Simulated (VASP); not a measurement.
Set up this calculation in VASP 6.6.1, as the native input.

```
Task                   : single point
Functional             : revPBE
Potentials or basis    : VASP PAW PBE potentials, release 64 (Ni)
Cutoff                 : 520 eV
k mesh                 : 17 × 17 × 16
Occupations            : fermi-dirac, width 0.1 eV
Spin                   : no spin polarisation
Dipole correction      : no
Further INCAR settings : ALGO = Normal; EDIFF = 1e-06; NBANDS = 17
```

The structure of Ni lies in POSCAR:

```
Ni
1.0
   -2.8847146624      2.8850326754      1.1920059480
    2.8850326754     -2.8847146624      1.1920059480
    1.5027572314      1.5027572314     -1.1914235067
Ni
2
Direct
    0.0000209121      0.9999790879      0.0000000000
    0.7499790879      0.2500209121      0.5000000000
```

This cell differs from its parent crystal: volume scaled by 0.92.

The input as run:

INCAR

```
SYSTEM = Ni
ALGO = Normal
EDIFF = 1E-6
ENCUT = 520
GGA = RE
ISIF = 2
ISMEAR = -1
LASPH = .TRUE.
LCHARG = .FALSE.
LREAL = .FALSE.
LWAVE = .FALSE.
NBANDS = 17
NELM = 60
PREC = Accurate
SIGMA = 0.1
```

KPOINTS

```
k-points
0
G
  17 17 16
  0 0 0
```

Potentials or basis: VASP PAW PBE potentials, release 64 (Ni).

Launch:

```console
$ cat potpaw_PBE.64/Ni/POTCAR > POTCAR
$ mpirun -np 1 vasp_std > vasp.out
```

Results of the run:

```json
{
  "Pressure": "18.4 GPa",
  "Band gap on the k mesh": "zero (band 10 reaches 10.31 eV, above the bottom of band 11 at 9.51 eV)"
}
```

Caveat: the PAW data sets were made with another functional, which shifts forces and pressure a little; the run has no spin polarisation, though such a crystal can be magnetic.

Run time: 13 min on 1 thread of Oxide Virtual Turin-like Processor, with other jobs on the host, peak memory 0.41 GiB.
